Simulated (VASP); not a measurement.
# H18CO9 in VASP: notebook

The runs below take H18CO9 through single point, with PBE+D3(BJ).

All numbers are computed with VASP 6.6.1; they aren't measurements. Logs are shortened: lines on timing, memory, paths and dates and some standing lists are left out, and cuts for length are marked.

**1. The cell of the first run**

The cell holds a disordered packing, 28 atoms: a = 6.702 Å, b = 6.702 Å, c = 6.702 Å, α = 90.00°, β = 90.00°, γ = 90.00°.

**2. Single point, PBE+D3(BJ)**

File INCAR:

```
SYSTEM = H18CO9
ALGO     = Normal         ! electronic algorithm
EDIFF    = 1E-6           ! SCF threshold, eV
ENCUT    = 520            ! plane-wave cutoff, eV
GGA      = PE             ! functional
ISIF     = 2              ! what is computed and relaxed
ISMEAR   = -1             ! smearing method
IVDW     = 12             ! dispersion correction
LASPH    = .True.         ! aspherical terms in the spheres
LCHARG   = .False.        ! write CHGCAR
LREAL    = Auto         
LWAVE    = .False.        ! write WAVECAR
NBANDS   = 58             ! bands
NELM     = 80             ! most SCF steps
PREC     = Accurate       ! precision mode
SIGMA    = 0.05           ! smearing width, eV
```

File KPOINTS:

```
k-points
0
Gamma
  1 1 1
  0 0 0
```

File POSCAR:

```
H18CO9
1.0
    6.7017590000      0.0000000000      0.0000000000
    0.0000000000      6.7017590000      0.0000000000
    0.0000000000      0.0000000000      6.7017590000
O H C
9 18 1
Direct
    0.6469943190      0.7764528686      0.1155069885
   -0.0023575900     -0.0083112508      0.9556744729
   -0.0838884239      0.3430890308      0.1460213654
    0.2976382768      0.7990290310      0.8488816145
    0.4760093581      0.4220086100     -0.0007908372
    0.5171627329      0.1067480940      0.7356426872
    0.5113881296      0.2131679161      0.3246162687
    0.6864168049      0.7666196293      0.5205200605
    0.2138393816      0.5935904290      0.5006596029
    0.5336658629      0.8291554501      0.0366470952
    0.6343110816      0.6291034936      0.0918863242
   -0.1195805459     -0.0518222156      1.0103466866
    0.0923041249     -0.1116870959      0.9141629832
   -0.0002238218      0.3491172989      0.2629906566
   -0.0165031300      0.2324315154      0.0781436635
    0.3893306220      0.9261150692      0.8210083353
    0.2739131622      0.7188262067      0.7302411203
    0.4649973238      0.3536832643      0.1321145687
    0.3805269631      0.5249666543     -0.0221732832
    0.5189831505      0.2390417202      0.8177405365
    0.6580511176      0.0647441963      0.7221686127
    0.6479194492      0.1972914872      0.2804039954
    0.4766062164      0.2060503817      0.4646093660
    0.6214935512      0.7746473724      0.3845855991
    0.6692422094      0.6455320163      0.5951273390
    0.0891109334      0.6698390676      0.2563506088
    0.1226245229      0.8810821159      0.4465245617
    0.1578093154      0.7323898099      0.3932400434
```

Potentials or basis: VASP PAW PBE potentials, release 64 (O, H, C).

Started as:

```sh
$ cat potpaw_PBE.64/O/POTCAR potpaw_PBE.64/H/POTCAR potpaw_PBE.64/C/POTCAR > POTCAR
$ mpirun -np 1 vasp_gam > vasp.out
```

OUTCAR:

```text
SYSTEM = H18CO9
   EDIFF = 1E-6
   ENCUT = 520
   GGA = PE
   ISIF = 2
   ISMEAR = -1
   IVDW = 12
   LASPH = .True.
   LREAL = Auto
   NELM = 80
   PREC = Accurate
 IVDW          = 12

 ion  position               nearest neighbor table
   1  0.647  0.776  0.116-  10 0.99  11 1.00
   2  0.998  0.992  0.956-  12 0.91  13 0.98
   3  0.916  0.343  0.146-  14 0.96  15 0.98
   4  0.298  0.799  0.849-  17 0.97  16 1.07
   5  0.476  0.422  0.999-  19 0.95  18 1.00
   6  0.517  0.107  0.736-  21 0.99  20 1.04
   7  0.511  0.213  0.325-  22 0.97  23 0.97
   8  0.686  0.767  0.521-  25 0.96  24 1.01
   9  0.214  0.594  0.501-  28 1.23
  10  0.534  0.829  0.037-   1 0.99
  11  0.634  0.629  0.092-   1 1.00
  12  0.880  0.948  0.010-   2 0.91
  13  0.092  0.888  0.914-   2 0.98
  14  1.000  0.349  0.263-   3 0.96
[... 11 lines left out ...]
  26  0.089  0.670  0.256-  28 1.11
  27  0.123  0.881  0.447-  28 1.08
  28  0.158  0.732  0.393-  27 1.08  26 1.11   9 1.23

  LATTYP: Found a simple cubic cell.
 ALAT       =     6.7017590000

  Lattice vectors:

 A1 = (   6.7017590000,   0.0000000000,   0.0000000000)
 A2 = (   0.0000000000,   6.7017590000,   0.0000000000)
 A3 = (   0.0000000000,   0.0000000000,   6.7017590000)

Analysis of symmetry for initial positions (statically):
=====================================================================
 Subroutine PRICEL returns:
 Original cell was already a primitive cell.

 Routine SETGRP: Setting up the symmetry group for a
 simple cubic supercell.

 Subroutine GETGRP returns: Found  1 space group operations
 (whereof  1 operations were pure point group operations)
 out of a pool of 48 trial point group operations.

The static configuration has the point symmetry C_1 .

Analysis of symmetry for dynamics (positions and initial velocities):
=====================================================================
 Subroutine PRICEL returns:
 Original cell was already a primitive cell.

 Routine SETGRP: Setting up the symmetry group for a
 simple cubic supercell.

 Subroutine GETGRP returns: Found  1 space group operations
 (whereof  1 operations were pure point group operations)
 out of a pool of 48 trial point group operations.

The dynamic configuration has the point symmetry C_1 .

 Subroutine INISYM returns: Found  1 space group operations
 (whereof  1 operations are pure point group operations),
 and found     1 'primitive' translations

----------------------------------------------------------------------------------------

                                     Primitive cell

  volume of cell :     300.9999

  direct lattice vectors                    reciprocal lattice vectors
     6.701759000  0.000000000  0.000000000     0.149214557  0.000000000  0.000000000
     0.000000000  6.701759000  0.000000000     0.000000000  0.149214557  0.000000000
     0.000000000  0.000000000  6.701759000     0.000000000  0.000000000  0.149214557

  length of vectors
     6.701759000  6.701759000  6.701759000     0.149214557  0.149214557  0.149214557

  position of ions in fractional coordinates (direct lattice)
     0.646994319  0.776452869  0.115506989
     0.997642410  0.991688749  0.955674473
     0.916111576  0.343089031  0.146021365
     0.297638277  0.799029031  0.848881615
     0.476009358  0.422008610  0.999209163
     0.517162733  0.106748094  0.735642687
[... 20 lines left out ...]
     0.122624523  0.881082116  0.446524562
     0.157809315  0.732389810  0.393240043

  ion indices of the primitive-cell ions
   primitive index   ion index
                 1           1
                 2           2
                 3           3
                 4           4
                 5           5
                 6           6
[... 20 lines left out ...]
                27          27
                28          28

----------------------------------------------------------------------------------------

 KPOINTS: k-points

Automatic generation of k-mesh.
 Grid dimensions read from file:
 generate k-points for:    1    1    1

 Generating k-lattice:

  Cartesian coordinates                     Fractional coordinates (reciprocal lattice)
     0.149214557  0.000000000  0.000000000     1.000000000  0.000000000  0.000000000
     0.000000000  0.149214557  0.000000000     0.000000000  1.000000000  0.000000000
     0.000000000  0.000000000  0.149214557     0.000000000  0.000000000  1.000000000

  Length of vectors
     0.149214557  0.149214557  0.149214557

  Shift w.r.t. Gamma in fractional coordinates (k-lattice)
     0.000000000  0.000000000  0.000000000

 Subroutine IBZKPT returns following result:
 ===========================================

 Found      1 irreducible k-points:

 Following reciprocal coordinates:
            Coordinates               Weight
  0.000000  0.000000  0.000000      1.000000
   k-points           NKPTS =      1   k-points in BZ     NKDIM =      1   number of bands    NBANDS=     58
   number of dos      NEDOS =    301   number of ions     NIONS =     28
   total plane-waves  NPLWV = 125000
   dimension x,y,z NGX =    50 NGY =   50 NGZ =   50
   dimension x,y,z NGXF=   100 NGYF=  100 NGZF=  100
   ions per type =               9  18   1
   NGX,Y,Z   is equivalent  to a cutoff of  12.40, 12.40, 12.40 a.u.
   NGXF,Y,Z  is equivalent  to a cutoff of  24.81, 24.81, 24.81 a.u.
 SYSTEM =  H18CO9
   PREC   = accura    normal or accurate (medium, high low for compatibility)
   ISTART =      0    job   : 0-new  1-cont  2-samecut
   ICHARG =      2    charge: 1-file 2-atom 10-const
   ISPIN  =      1    spin polarized calculation?
   LNONCOLLINEAR =      F non collinear calculations
   LSORBIT =      F    spin-orbit coupling
   LASPH  =      T    aspherical Exc in radial PAW
   ENCUT  =  520.0 eV  38.22 Ry    6.18 a.u.  12.46 12.46 12.46*2*pi/ulx,y,z
   NELM   =     80;   NELMIN=  2; NELMDL= -5     # of ELM steps
   EDIFF  = 0.1E-05   stopping-criterion for ELM
   LREAL  =      T    real-space projection
   EDIFFG = 0.1E-04   stopping-criterion for IOM
   NSW    =      0    number of steps for IOM
   IBRION =     -1    ionic relax: 0-MD 1-quasi-New 2-CG
   NFREE  =      0    steps in history (QN), initial steepest desc. (CG)
   ISIF   =      2    stress and relaxation
   ISYM   =      2    0-nonsym 1-usesym 2-fastsym
   POTIM  = 0.5000    time-step for ionic-motion
   TEBEG  =    0.0;   TEEND  =   0.0 temperature during run
   PSTRESS=    0.0 pullay stress
   NELECT =      76.0000    total number of electrons
   NUPDOWN=      -1.0000    fix difference up-down
   EMIN   =  10.00;   EMAX   =-10.00  energy-range for DOS
   EFERMI =   0.00;   METHOD = LEGACY
   ISMEAR =    -1;   SIGMA  =   0.05  broadening in eV -4-tet -1-fermi 0-gaus
   EFERMI_NEDOS =   21; number of points for ismear=-14 and -15
   IALGO  =     38    algorithm
   IMIX   =      4    mixing-type and parameters
     AMIX     =   0.40;   BMIX     =  1.00
     AMIX_MAG =   1.60;   BMIX_MAG =  1.00
  volume/ion in A,a.u.               =      10.75        72.54
  Fermi-wavevector in a.u.,A,eV,Ry     =   1.034722  1.955342 14.567086  1.070651
  Thomas-Fermi vector in A             =   2.169031
   LORBIT       =      0    0 simple, 1 ext, 2 COOP (PROOUT), +10 PAW based schemes
   GGA     = PE    functional components
   LHFCALC =     F    Hartree Fock is set to
   AEXX    =    0.0000 exact exchange contribution
   IVDW    =    12    specifies the selected vdW correction
   LEPSILON=     F    determine dielectric tensor
   LRPA    =     F    only Hartree local field effects (RPA)
 non-spin polarized calculation
  energy-cutoff  :      520.00
  volume of cell :      301.00
 maximum number of plane-waves:      4109
 NGX is ok and might be reduce to    50
   NGX = 25   NGY = 25   NGZ = 25

 number of electron      76.0000018 magnetization

 Free energy of the ion-electron system (eV)
  ---------------------------------------------------
  ext. energy  EPLUGINS =         0.00000000
  ---------------------------------------------------
  free energy    TOTEN  =      -138.15651806 eV

  energy without entropy =     -138.15651806  energy(sigma->0) =     -138.15651806

 E-fermi :  -2.2209     XC(G=0):  -6.6385

 val. band max:       -3.4490371281   @ k =   0.0000   0.0000   0.0000
 cond. band min:      -0.0235701935   @ k =   0.0000   0.0000   0.0000
 fundamental gap:      3.4254669347
 Fermi energy:        -2.2208934374

 k-point     1 :       0.0000    0.0000    0.0000
  band No.  band energies     occupation
      1     -23.8526      2.00000
      2     -22.7346      2.00000
      3     -22.2700      2.00000
      4     -22.1586      2.00000
      5     -22.1020      2.00000
      6     -21.8817      2.00000
[... 42 lines left out ...]
     49       6.3327      0.00000
     50       6.5075      0.00000
 [bands above 50 left out]

------------------------ aborting loop because EDIFF is reached ----------------------------------------

 Edisp (eV)   -0.95949

 E8    (eV) :    -0.2006

  FORCE on cell =-STRESS in cart. coord.  units (eV):
  Direction    XX          YY          ZZ          XY          YZ          ZX
  --------------------------------------------------------------------------------------
  -------------------------------------------------------------------------------------
  Total       2.08888    -2.02807     2.05998    -1.79514     0.00469    -0.32716
  in kB      11.11879   -10.79510    10.96498    -9.55526     0.02496    -1.74144
  external pressure =        3.76 kB  Pullay stress =        0.00 kB

 VOLUME and BASIS-vectors are now :
 -----------------------------------------------------------------------------
  energy-cutoff  :      520.00
  volume of cell :      301.00
      direct lattice vectors                 reciprocal lattice vectors
     6.701759000  0.000000000  0.000000000     0.149214557  0.000000000  0.000000000
     0.000000000  6.701759000  0.000000000     0.000000000  0.149214557  0.000000000
     0.000000000  0.000000000  6.701759000     0.000000000  0.000000000  0.149214557

 POSITION                                       TOTAL-FORCE (eV/Angst)
 -----------------------------------------------------------------------------------
      4.33600      5.20360      0.77410        -0.538300     -0.147301     -0.145060
      6.68596      6.64606      6.40470         1.891524      2.786631     -1.070603
      6.13956      2.29930      0.97860        -0.058738     -0.025891      0.274862
      1.99470      5.35490      5.68900         1.204801      1.066259      0.996063
      3.19010      2.82820      6.69646         1.235859     -1.043312     -0.324677
      3.46590      0.71540      4.93010         0.620009      1.476996      0.821953
[... 20 lines left out ...]
      0.82180      5.90480      2.99250         0.494395      0.858284      0.128335
      1.05760      4.90830      2.63540        -1.775089     -2.739883     -0.209496
 -----------------------------------------------------------------------------------
    total drift:                               -0.013589     -0.008292     -0.002270

  FREE ENERGIE OF THE ION-ELECTRON SYSTEM (eV)
  ---------------------------------------------------
  free  energy   TOTEN  =      -139.1160089891 eV

  energy  without entropy=     -139.1160089890  energy(sigma->0) =     -139.11600899
```

Wall time 92 s (1 thread of Intel Xeon 8259CL, shared host); peak memory 0.32 GiB.

Results:

```yaml
Free_energy: -139.1160 eV
Pressure: 0.4 GPa
Largest_force: 3.685 eV/Å
Dispersion_energy_per_atom: -0.034 eV
```

Forces in eV/Å, atoms in the order of the input:
```
O   -0.538 -0.147 -0.145
O    1.892  2.787 -1.071
O   -0.059 -0.026  0.275
O    1.205  1.066  0.996
O    1.236 -1.043 -0.325
O    0.620  1.477  0.822
O   -1.140  0.321 -1.486
O    0.269  1.302 -0.541
O    0.752  0.758  0.703
H    0.413 -0.357  0.410
H    0.203  0.583 -0.113
H   -2.859 -1.897  1.343
H    0.381 -0.470  0.010
H    0.114  0.384  0.694
H   -0.086 -0.561 -0.816
H   -1.096 -1.337 -0.615
H    0.290 -0.196 -0.915
H   -0.423  0.205  0.053
H   -1.048  0.766 -0.029
H   -0.253 -1.251 -0.376
H   -0.505 -0.083 -0.071
H    0.625 -0.053  0.897
H    0.828 -0.315  0.534
H    0.621 -0.722  0.971
H   -0.447 -0.474 -0.389
H    0.287  1.165 -0.735
H    0.494  0.858  0.128
C   -1.775 -2.740 -0.209
```

Stress tensor (GPa, compression positive):
```
 1.11 -0.96 -0.17
-0.96 -1.08  0.00
-0.17  0.00  1.10
```

Levels at points of the mesh, in eV from the Fermi level:
| k point | band 35 | band 36 | band 37 | band 38 | band 39 | band 40 | band 41 | band 42 |
| --- | --- | --- | --- | --- | --- | --- | --- | --- |
| (0.00, 0.00, 0.00) | -1.84 | -1.55 | -1.35 | -1.23 | 2.20 | 3.42 | 6.00 | 6.52 |

Caveat: the k points lie up to 0.94 Å⁻¹ apart; the atoms stand as in a frame of molecular dynamics.

**3. Single point, PBE+D3(BJ)**

File INCAR:

```
  ALGO = Normal
  EDIFF = 1E-6
  ENCUT = 520
  GGA = PE
  ISIF = 2
  ISMEAR = -1
  IVDW = 12
  LASPH = T
  LCHARG = F
  LREAL = Auto
  LWAVE = F
  NBANDS = 58
  NELM = 60
  PREC = Accurate
  SIGMA = 0.05
```

File KPOINTS:

```
k-points
0
Gamma
  1 1 1
```

File POSCAR:

```
H18CO9
1.0
    6.7017590000      0.0000000000      0.0000000000
    0.0000000000      6.7017590000      0.0000000000
    0.0000000000      0.0000000000      6.7017590000
O H C
9 18 1
Direct
    0.6161815129      0.7133947968      0.1941281386
   -0.1316072392      0.0156376856      0.9844878039
   -0.1184017509      0.3787363885      0.1962022209
    0.3224377361      0.8234106896      0.8555515052
    0.3912107254      0.3825861240     -0.0250232812
    0.5593606097      0.1355614250      0.6717042496
    0.5736702857      0.1394111606      0.2650796604
    0.8312146110      0.8451363291      0.5876964540
    0.1826684606      0.5722825903      0.4443609506
    0.5282344531      0.7950599238      0.1050918125
    0.5965597987      0.5705666229      0.1401124690
   -0.1938297095     -0.0877978453      1.0667348677
    0.0044316723     -0.0309321777      0.9244438662
   -0.0077889999      0.3745136165      0.2887898535
   -0.0974818701      0.2549032276      0.1170438985
    0.4282159355      0.9155656000      0.8129209063
    0.2945047711      0.7395670301      0.7423274994
    0.4402575503      0.2910579148      0.0872905158
    0.2819856697      0.4697274253     -0.0092214596
    0.5265334071      0.2700335837      0.7233772507
    0.7098136474      0.1298166646      0.6798513644
    0.6928479523      0.2335655460      0.2405338658
    0.5342925641      0.1455737218      0.4087882002
    0.7368513252      0.7670075871      0.5220569704
    0.9206687379      0.7743638648      0.6835518854
    0.1042114466      0.7701858572      0.2024692323
    0.2876110585      0.8588939113      0.3967316640
    0.1768938573      0.7269733215      0.3474013315
```

Potentials or basis: VASP PAW PBE potentials, release 64 (O, H, C).

Started as:

```sh
$ cat potpaw_PBE.64/O/POTCAR potpaw_PBE.64/H/POTCAR potpaw_PBE.64/C/POTCAR > POTCAR
$ mpirun -np 1 vasp_gam > vasp.out
```

Wall time 89 s (1 thread of Intel Xeon 8259CL, shared host); peak memory 0.33 GiB.

It converged, with:

```yaml
Free_energy: -138.6020 eV
Pressure: -2.0 GPa
Largest_force: 3.614 eV/Å
Dispersion_energy_per_atom: -0.035 eV
```

Forces on the atoms (eV/Å):
```
O   -0.738 -1.145 -1.336
O    2.545  0.179 -1.106
O    0.031 -0.559 -0.750
O   -0.294  0.327  0.680
O    2.318 -1.536 -0.486
O    1.204  0.815  0.126
O    0.008  0.868 -0.612
O    2.754  1.577  1.729
O   -0.710 -0.028 -0.562
H    0.427 -0.691  0.746
H    0.319  2.042  0.521
H    0.171 -0.445  0.106
H   -2.210  0.452  1.299
H    0.375  0.389  0.650
H    0.137  0.002 -0.361
H   -0.053  0.380 -0.370
H    0.141 -0.435 -0.544
H   -1.105  0.687 -0.174
H   -1.012  0.495  0.969
H   -0.306 -0.529  0.259
H   -1.426 -0.513  0.007
H   -1.218 -0.803  1.109
H    0.564  0.148 -0.473
H   -1.261 -1.784 -1.065
H   -1.390  0.084 -1.141
H   -0.385 -1.013  0.459
H   -1.394 -1.167 -0.353
C    2.510  2.203  0.674
```

Stress tensor (GPa, compression positive):
```
-2.84 -0.02 -0.37
-0.02 -1.99  1.41
-0.37  1.41 -1.24
```

Levels at points of the mesh, in eV from the Fermi level:
```csv
k point,band 35,band 36,band 37,band 38,band 39,band 40,band 41,band 42
"(0.00, 0.00, 0.00)",-1.66,-1.61,-1.29,-1.22,2.52,3.14,5.94,6.02
```

Caveat: the k points lie up to 0.94 Å⁻¹ apart; the atoms stand as in a frame of molecular dynamics.
